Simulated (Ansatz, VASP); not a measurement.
# In3As in VASP and in Ansatz

```
CELL_PARAMETERS angstrom
4.52736 0.00000 0.00000
0.00000 4.52736 0.00000
0.00000 0.00000 4.52736
ATOMIC_POSITIONS crystal
In 0.00000 0.50000 0.50000
In 0.50000 0.00000 0.50000
In 0.50000 0.50000 0.00000
As 0.00000 0.00000 0.00000
```

Alike in both runs: functional LDA; k mesh 10 × 10 × 10; occupations gaussian, width 0.1 eV; no spin polarisation.

Ansatz relaxed the structure, and its values are those at the end. VASP's run is a single point on that final structure, the one shown.

|  | VASP | Ansatz |
| --- | --- | --- |
| version | VASP 6.6.1 | Ansatz 0.2.0 |
| potentials or method | VASP PAW LDA potentials, release 64 (In_d, As), cutoff 520 eV | scalar-relativistic, plane waves, PAW |
| valence electrons in the cell | 44 | 54 |

```tsv
	VASP	Ansatz	Ansatz less VASP
gap on the k mesh at the Fermi level (eV)	none	none	-
pressure (GPa)	0.1	0.0	-0.08
```

LDA's correlation is that of Perdew and Zunger in VASP and of Perdew and Wang (1992) in Ansatz. A gap of «none» marks a metal or a gap that the smearing closes. VASP's potentials hold 44 valence electrons a cell and Ansatz's 54, so a difference there can come from the potentials and not from the codes.
